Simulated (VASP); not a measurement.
Input of a VASP 6.6.1 run:

The input INCAR:

```
SYSTEM = Ge
PREC = Accurate
ENCUT = 520
EDIFF = 1E-6
ISMEAR = -1
SIGMA = 0.08
LREAL = .FALSE.
LASPH = .TRUE.
NELM = 60
ALGO = Normal
ISIF = 2
LWAVE = .FALSE.
LCHARG = .FALSE.
GGA = PE
NBANDS = 21
```

The input KPOINTS:

```
Automatic mesh
0
G
  11 11 11
  0 0 0
```

File POSCAR:

```
Ge
1.0
    0.0000000000      2.6292788865      2.6292788865
    2.6292788865      0.0000000000      2.6292788865
    2.6292788865      2.6292788865      0.0000000000
Ge
2
Direct
   -0.1250000000     -0.1250000000     -0.1250000000
    0.1250000000      0.1250000000      0.1250000000
```

Potentials or basis: VASP PAW PBE potentials, release 64 (Ge_d).

Run with:

```bash
$ cat potpaw_PBE.64/Ge_d/POTCAR > POTCAR
$ mpirun -np 1 vasp_std > vasp.out
```

Q: Predict the band gap on the k mesh.

A: 0.23 eV (least direct gap 2.20 eV).

Q: Estimate the pressure.

A: 30.6 GPa.

Caveat: the cell stands under pressure; an odd mesh through Γ misses points on the zone boundary, where band edges can lie.
